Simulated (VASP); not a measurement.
Crystal: C.

```
C
1.0
     1.22805   -2.12706    0.00000
     1.22805    2.12706    0.00000
     0.00000    0.00000    7.17327
C
4
Direct
  0.91662 0.08338 0.75314
  0.41662 0.58338 0.24686
  0.08338 0.91662 0.24686
  0.58338 0.41662 0.75314
```

Base run:

| Property | Result |
| --- | --- |
| Program | VASP 6.6.1 |
| Functional | r2SCAN |
| Potentials or basis | VASP PAW PBE potentials, release 64 (C) |
| Cutoff | 520 eV |
| k mesh | 12 × 12 × 4 |
| Occupations | fermi-dirac, width 0.05 eV |
| Spin | no spin polarisation |

Its results: band gap on the k mesh 0.03 eV; pressure 0.5 GPa; largest force 0.022 eV/Å.

Q: The run is repeated on the same cell with these changes: functional from r2SCAN to PBE; further incar settings from ALGO = Normal; EDIFF = 1e-06; NBANDS = 16 to ALGO = Normal; EDIFF = 1e-07; NBANDS = 16. What comes out?

A: Band gap on the k mesh 0.02 eV; pressure 4.2 GPa; largest force 0.025 eV/Å.

Caveats: the PAW data sets were made with another functional, which shifts forces and pressure a little (some runs); this functional lacks dispersion, which binds the layers, so the pressure and a relaxed spacing across them are unreliable (some runs).

A k mesh can miss the band edges.
